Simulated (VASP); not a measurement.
# SiO2 (fluorite type) (Fm-3m) in VASP: settings compared, part 2 of 2

VASP 6.6.1. Earlier steps stand in the parts before.

## 3. Single point, PBE

This run uses another cell than the first one, of 7.54 Å³/atom.

The input, INCAR:

```
SYSTEM = SiO2
PREC     = Accurate       ! precision mode
ENCUT    = 600            ! plane-wave cutoff, eV
EDIFF    = 1E-6           ! SCF threshold, eV
ISMEAR   = -1             ! smearing method
SIGMA    = 0.06122561905347299 ! smearing width, eV
LREAL    = .FALSE.        ! projectors in reciprocal space
LASPH    = .TRUE.         ! aspherical terms in the spheres
NELM     = 120            ! most SCF steps
ALGO     = Normal         ! electronic algorithm
ISIF     = 2              ! what is computed and relaxed
LWAVE    = .FALSE.        ! write WAVECAR
LCHARG   = .TRUE.         ! write CHGCAR
GGA      = PE             ! functional
LELF     = .TRUE.         ! ELF
LVHAR    = .TRUE.       
NBANDS   = 15             ! bands
GGA_COMPAT= .FALSE.
```

The input, KPOINTS:

```
regular mesh
0
G
  41 41 41
  0 0 0
```

The input, POSCAR:

```
SiO2
1.0
    0.0000000000      2.2443529505      2.2443529505
    2.2443529505      0.0000000000      2.2443529505
    2.2443529505      2.2443529505      0.0000000000
Si O
1 2
Direct
    0.0000000000      0.0000000000      0.0000000000
    0.2500000000      0.2500000000      0.2500000000
    0.7500000000      0.7500000000      0.7500000000
```

Potentials or basis: VASP PAW PBE potentials, release 64 (Si, O).

Started as:

```sh
> cat potpaw_PBE.64/Si/POTCAR potpaw_PBE.64/O/POTCAR > POTCAR
> mpirun -np 1 vasp_std > vasp.out
```

OUTCAR:

```text
SYSTEM = SiO2
   PREC = Accurate
   ENCUT = 600
   EDIFF = 1E-6
   ISMEAR = -1
   LREAL = .FALSE.
   LASPH = .TRUE.
   NELM = 120
   ISIF = 2
   GGA = PE

 ion  position               nearest neighbor table
   1  0.000  0.000  0.000-   2 1.94   3 1.94   3 1.94   3 1.94   3 1.94   2 1.94   2 1.94   2 1.94

   2  0.250  0.250  0.250-   1 1.94   1 1.94   1 1.94   1 1.94
   3  0.750  0.750  0.750-   1 1.94   1 1.94   1 1.94   1 1.94

  LATTYP: Found a face centered cubic cell.
 ALAT       =     4.4887059010

  Lattice vectors:

 A1 = (   0.0000000000,   2.2443529505,   2.2443529505)
 A2 = (   2.2443529505,   0.0000000000,   2.2443529505)
 A3 = (   2.2443529505,   2.2443529505,   0.0000000000)

Analysis of symmetry for initial positions (statically):
=====================================================================
 Subroutine PRICEL returns:
 Original cell was already a primitive cell.

 Routine SETGRP: Setting up the symmetry group for a
 face centered cubic supercell.

 Subroutine GETGRP returns: Found 48 space group operations
 (whereof 48 operations were pure point group operations)
 out of a pool of 48 trial point group operations.

The static configuration has the point symmetry O_h .

[... 181 lines left out ...]
     11      16.0874      0.00000
     12      16.0874      0.00000
     13      22.5295      0.00000
     14      22.5295      0.00000
[... 401 lines left out ...]
      2      -6.1180      2.00000
      3       3.9705      2.00000
      4       3.9924      2.00000
      5       4.1496      2.00000
      6       7.3773      2.00000
      7       7.6918      2.00000
      8       7.7282      2.00000
      9      13.0148      0.00000
     10      16.0460      0.00000
     11      16.2465      0.00000
     12      16.2677      0.00000
     13      22.6532      0.00000
     14      22.6992      0.00000
     15      25.3676      0.00000

 [... further k-points ...]

------------------------ aborting loop because EDIFF is reached ----------------------------------------

  FORCE on cell =-STRESS in cart. coord.  units (eV):
  Direction    XX          YY          ZZ          XY          YZ          ZX
  --------------------------------------------------------------------------------------
  -------------------------------------------------------------------------------------
  Total        2.6248271      2.6248271      2.6248271      0.0000000      0.0000000     -0.0000000
  in kB      185.9978082    185.9978082    185.9978082      0.0000000      0.0000000     -0.0000000
  external PRESSURE =     185.9978082 kB  Pullay stress =       0.0000000 kB

 VOLUME and BASIS-vectors are now :
 -----------------------------------------------------------------------------
  energy-cutoff  :      600.00
  volume of cell :       22.61
      direct lattice vectors                 reciprocal lattice vectors
     0.000000000  2.244352951  2.244352951    -0.222781359  0.222781359  0.222781359
     2.244352951  0.000000000  2.244352951     0.222781359 -0.222781359  0.222781359
     2.244352951  2.244352951  0.000000000     0.222781359  0.222781359 -0.222781359

 POSITION                                       TOTAL-FORCE (eV/Angst)
 -----------------------------------------------------------------------------------
      0.00000      0.00000      0.00000         0.000000      0.000000      0.000000
      1.12218      1.12218      1.12218         0.000000     -0.000000      0.000000
      3.36653      3.36653      3.36653        -0.000000      0.000000     -0.000000
 -----------------------------------------------------------------------------------
    total drift:                                0.000000      0.000000      0.000000

  FREE ENERGIE OF THE ION-ELECTRON SYSTEM (eV)
  ---------------------------------------------------
  free  energy   TOTEN  =       -19.8517044777 eV

  energy  without entropy=      -19.8517044772  energy(sigma->0) =      -19.85170448
```

stdout:

```text
POSCAR found type information on POSCAR SiO
 POSCAR found :  2 types and       3 ions
 scaLAPACK will be used
 LDA part: xc-table for (Slater+PW92), standard interpolation
 POSCAR, INCAR and KPOINTS ok, starting setup
 FFT: planning ... GRIDC
 FFT: planning ... GRID_SOFT
 FFT: planning ... GRID
 WAVECAR not read
 entering main loop
```

Wall time 7.7 min (1 thread of Intel Xeon Platinum 8488C (Sapphire Rapids), shared host); peak memory 0.68 GiB.

Results:

* Free energy: -19.8517 eV
* Pressure: 18.6 GPa
* Band gap on the k mesh: 2.09 eV (least direct gap 2.10 eV)

Caveat: the cell stands under pressure; an odd mesh through Γ misses points on the zone boundary, where band edges can lie.

## 4. Single point, r2SCAN

This run uses another cell than the first one, of 7.38 Å³/atom.

The input, POSCAR:

```
SiO2
1.0
    0.0000000000      2.2283213107      2.2283213107
    2.2283213107      0.0000000000      2.2283213107
    2.2283213107      2.2283213107      0.0000000000
Si O
1 2
Direct
    0.0000000000      0.0000000000      0.0000000000
    0.2500000000      0.2500000000      0.2500000000
    0.7500000000      0.7500000000      0.7500000000
```

The input, INCAR.step1:

```
SYSTEM = SiO2
  PREC = Accurate
  ENCUT = 660
  ISMEAR = -1
  SIGMA = 0.1
  LREAL = .FALSE.
  LASPH = .TRUE.
  NELM = 120
  NBANDS = 15
  GGA = PE
  ALGO = Normal
  EDIFF = 1E-5
  LWAVE = .TRUE.
  LCHARG = .FALSE.
  GGA_COMPAT = .FALSE.
```

The input, INCAR.step2:

```
SYSTEM = SiO2
  PREC = Accurate
  ENCUT = 660
  EDIFF = 1E-6
  ISMEAR = -1
  SIGMA = 0.1
  LREAL = .FALSE.
  LASPH = .TRUE.
  NELM = 120
  ALGO = Normal
  ISIF = 2
  LWAVE = .FALSE.
  LCHARG = .FALSE.
  METAGGA = R2SCAN
  LMIXTAU = .TRUE.
  NBANDS = 15
  ISTART = 1
  GGA_COMPAT = .FALSE.
```

The input, KPOINTS:

```
regular mesh
0
G
  13 13 13
  0 0 0
```

Started as:

```sh
> cat potpaw_PBE.64/Si/POTCAR potpaw_PBE.64/O/POTCAR > POTCAR
> cp INCAR.step1 INCAR
> mpirun -np 1 vasp_std > vasp.out
> cp INCAR.step2 INCAR
> mpirun -np 1 vasp_std > vasp.out
```

Run time: 74 s. Hardware: 1 thread of Intel Xeon 6975P-C (Granite Rapids), shared host; peak memory 0.17 GiB.

It converged, with:

| Quantity | Value |
| --- | --- |
| Free energy | -25.7357 eV |
| Pressure | 16.3 GPa |
| Band gap on the k mesh | 2.81 eV (least direct gap 2.89 eV) |

Levels at points of the mesh, in eV from the valence-band top:
```
           k point  band 4  band 5  band 6  band 7  band 8  band 9  band 10  band 11  band 12  band 13
(0.00, 0.00, 0.00)   -6.40   -6.40   -2.45   -2.45   -2.45    3.67     6.85     6.85     6.85    13.54
```

Caveat: the cell stands under pressure; the PAW data sets were made with another functional, which shifts forces and pressure a little; an odd mesh through Γ misses points on the zone boundary, where band edges can lie.

## 5. Single point, r2SCAN

This run uses another cell than the first one, of 7.62 Å³/atom.

The input, POSCAR:

```
SiO2
1.0
    0.0000000000      2.2522835922      2.2522835922
    2.2522835922      0.0000000000      2.2522835922
    2.2522835922      2.2522835922      0.0000000000
Si O
1 2
Direct
    0.0000000000      0.0000000000      0.0000000000
    0.2500000000      0.2500000000      0.2500000000
    0.7500000000      0.7500000000      0.7500000000
```

The input, INCAR.step1:

```
ALGO = Normal ; EDIFF = 1E-5
ENCUT = 660 ; GGA = PE
GGA_COMPAT = False ; ISMEAR = -1
LASPH = True ; LCHARG = False
LREAL = False ; LWAVE = True
NBANDS = 15 ; NELM = 120
PREC = Accurate ; SIGMA = 0.1
```

The input, INCAR.step2:

```
ALGO = Normal ; EDIFF = 1E-6
ENCUT = 660 ; GGA_COMPAT = False
ISIF = 2 ; ISMEAR = -1
ISTART = 1 ; LASPH = True
LCHARG = False ; LMIXTAU = True
LREAL = False ; LWAVE = False
METAGGA = R2SCAN ; NBANDS = 15
NELM = 120 ; PREC = Accurate
SIGMA = 0.1
```

The input, KPOINTS:

```
k-points
0
Gamma
  13 13 13
```

Started as:

```sh
> cat potpaw_PBE.64/Si/POTCAR potpaw_PBE.64/O/POTCAR > POTCAR
> cp INCAR.step1 INCAR
> mpirun -np 1 vasp_std > vasp.out
> cp INCAR.step2 INCAR
> mpirun -np 1 vasp_std > vasp.out
```

Wall time 85 s (1 thread of Intel Xeon 6975P-C (Granite Rapids), shared host); peak memory 0.17 GiB.

The run converged. Its results:

| Item | Value |
| --- | --- |
| Free energy | -25.7865 eV |
| Pressure | 5.0 GPa |
| Band gap on the k mesh | 2.77 eV (least direct gap 2.85 eV) |

Levels at points of the mesh, in eV from the valence-band top:
| k point | band 6 | band 7 | band 8 | band 9 | band 10 | band 11 |
| --- | --- | --- | --- | --- | --- | --- |
| (0.00, 0.00, 0.00) | -2.37 | -2.37 | -2.37 | 3.18 | 6.76 | 6.76 |

Caveat: the cell stands under pressure; the PAW data sets were made with another functional, which shifts forces and pressure a little; an odd mesh through Γ misses points on the zone boundary, where band edges can lie.

## 6. Overview

```tsv
level	cell	k mesh	cutoff (eV)	smearing	gap on the mesh (eV)	pressure (GPa)
PBE	a = 3.218 Å, angles 60.0°, 3 atoms	41 × 41 × 41	600	fermi-dirac 0.0612256 eV	2.02	5.4
PBE	a = 3.174 Å, angles 60.0°, 3 atoms	41 × 41 × 41	600	fermi-dirac 0.0612256 eV	2.09	18.6
r2SCAN	a = 3.151 Å, angles 60.0°, 3 atoms	13 × 13 × 13	660	fermi-dirac 0.1 eV	2.81	16.3
r2SCAN	a = 3.185 Å, angles 60.0°, 3 atoms	13 × 13 × 13	660	fermi-dirac 0.1 eV	2.77	5.0
```

Alike in all rows: task single point; potentials or basis VASP PAW PBE potentials, release 64 (Si, O); no spin polarisation.

Caveats: the cell stands under pressure; an odd mesh through Γ misses points on the zone boundary, where band edges can lie; the PAW data sets were made with another functional, which shifts forces and pressure a little (at least some runs).

Absolute energies hang on the potentials; compare differences alone.
